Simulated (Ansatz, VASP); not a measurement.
**Two plane-wave programs on MgO2**

Contents of INCAR:

```
SYSTEM = MgO2
PREC = Accurate
ENCUT = 520
EDIFF = 1E-6
ISMEAR = 0
SIGMA = 0.05
LREAL = .False.
LASPH = .True.
NELM = 80
ALGO = Normal
ISIF = 2
LWAVE = .False.
LCHARG = .False.
GGA = PS
NBANDS = 14
```

File KPOINTS:

```
regular mesh
0
Gamma
  12 12 12
  0 0 0
```

The input POSCAR:

```
MgO2
1.0
    1.5405705754      0.8894488364      3.3542197199
   -1.5405705754      0.8894488364      3.3542197199
    0.0000000000     -1.7788976728      3.3542197199
Mg O
1 2
Direct
    0.0000000000      0.0000000000      0.0000000000
    0.4287860000      0.4287860000      0.4287860000
    0.5712140000      0.5712140000      0.5712140000
```

Input for Ansatz:

```yaml
crystal:
  lattice:
    - [1.5405705754, 0.8894488364, 3.3542197199]
    - [-1.5405705754, 0.8894488364, 3.3542197199]
    - [0.0, -1.7788976728, 3.3542197199]
  atoms:
    - { symbol: Mg, position: [0.0, 0.0, 0.0] }
    - { symbol: O, position: [0.428786, 0.428786, 0.428786] }
    - { symbol: O, position: [0.571214, 0.571214, 0.571214] }
basis:
  ecutwfc: 420
kpoints:
  mp_grid: { grid: [12, 12, 12] }
hamiltonian:
  xc: pbesol
scf:
  occupations: { method: gaussian, width: 0.05 }
output:
  forces: true
  stress: true
  eigenvalues: true
```

Change from the starting cell: strain -0.040 along x and y, -0.040 along z, atoms carried along.

Alike in both runs: task single point; functional PBEsol; k mesh 12 × 12 × 12; occupations gaussian, width 0.05 eV; no spin polarisation.

|  | VASP | Ansatz |
| --- | --- | --- |
| version | VASP 6.6.1 | Ansatz 0.2.0 |
| potentials or method | VASP PAW PBE potentials, release 64 (Mg, O), cutoff 520 eV | scalar-relativistic, plane waves, PAW |
| valence electrons in the cell | 14 | 22 |

Ansatz gave:

* gap on the k mesh at the Fermi level (eV): 3.03
* least direct gap on the mesh (eV): 3.03
* pressure (GPa): 14.3
* traceless stress, the component that is largest in VASP (GPa): 5.71
* rms of the force components (eV/Å): 0.158

Q: What did VASP give for the same quantities?

A: gap on the k mesh at the Fermi level (eV): 3.00; least direct gap on the mesh (eV): 3.00; pressure (GPa): 14.4; traceless stress, the component that is largest in VASP (GPa): 7.17; rms of the force components (eV/Å): 0.270.

VASP's potentials were made for PBE, not for PBEsol. Atom by atom the forces differ by 0.111 eV/Å (rms over components). The functional is the same, so the differences come from potentials, cutoffs and numerics. VASP's potentials hold 14 valence electrons a cell and Ansatz's 22, so a difference there can come from the potentials and not from the codes.
